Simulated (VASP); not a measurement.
SnO2:

```
Sn O
1.0
     4.73800    0.00000    0.00000
     0.00000    4.73800    0.00000
     0.00000    0.00000    3.18650
Sn O
2 4
Direct
  0.00000 0.00000 0.00000
  0.50000 0.50000 0.50000
  0.30710 0.30710 0.00000
  0.19290 0.80710 0.50000
  0.69290 0.69290 0.00000
  0.80710 0.19290 0.50000
```

| Property | Result |
| --- | --- |
| Program | VASP 6.6.1 |
| Task | relaxation of cell and atoms |
| Functional | PBEsol |
| Potentials or basis | VASP PAW PBE potentials, release 64 (Sn_d, O) |
| Cutoff | 600 eV |
| k mesh | 6 × 6 × 8 |
| Occupations | gaussian, width 0.03 eV |
| Spin | no spin polarisation |

At the start: pressure 5.2 GPa; volume 11.92 Å³/atom.

Task: How do energy, volume and symmetry change on relaxing?

Result: Over 5 steps the energy falls by 5.0 meV/atom and the volume is 12.20 Å³/atom (+2.3 %); space group P4_2/mnm (No. 136, to 0.1 Å) before and after.

The path:
| step | energy change (eV) | largest force (eV/Å) | pressure (GPa) | volume (Å³) |
| --- | --- | --- | --- | --- |
| 1 | 0.0000 | 0.2277 | 5.24 | 71.53 |
| 2 | 0.0238 | 0.2179 | -6.26 | 75.64 |
| 3 | -0.0302 | 0.0171 | -0.05 | 73.24 |
| 4 | -0.0302 | 0.0212 | 0.10 | 73.21 |
| 5 | -0.0302 | 0.0080 | 0.05 | 73.21 |

Final structure:
```yaml
crystal:
  lattice:
    - [4.77064, 0.00000, 0.00000]
    - [0.00000, 4.77064, 0.00000]
    - [0.00000, 0.00000, 3.21664]
  atoms:
    - { symbol: Sn, position: [0.00000, 0.00000, 0.00000] }
    - { symbol: Sn, position: [0.50000, 0.50000, 0.50000] }
    - { symbol: O, position: [0.30630, 0.30630, 0.00000] }
    - { symbol: O, position: [0.19370, 0.80630, 0.50000] }
    - { symbol: O, position: [0.69370, 0.69370, 0.00000] }
    - { symbol: O, position: [0.80630, 0.19370, 0.50000] }
```

Caveat: the PAW data sets were made with another functional, which shifts forces and pressure a little.
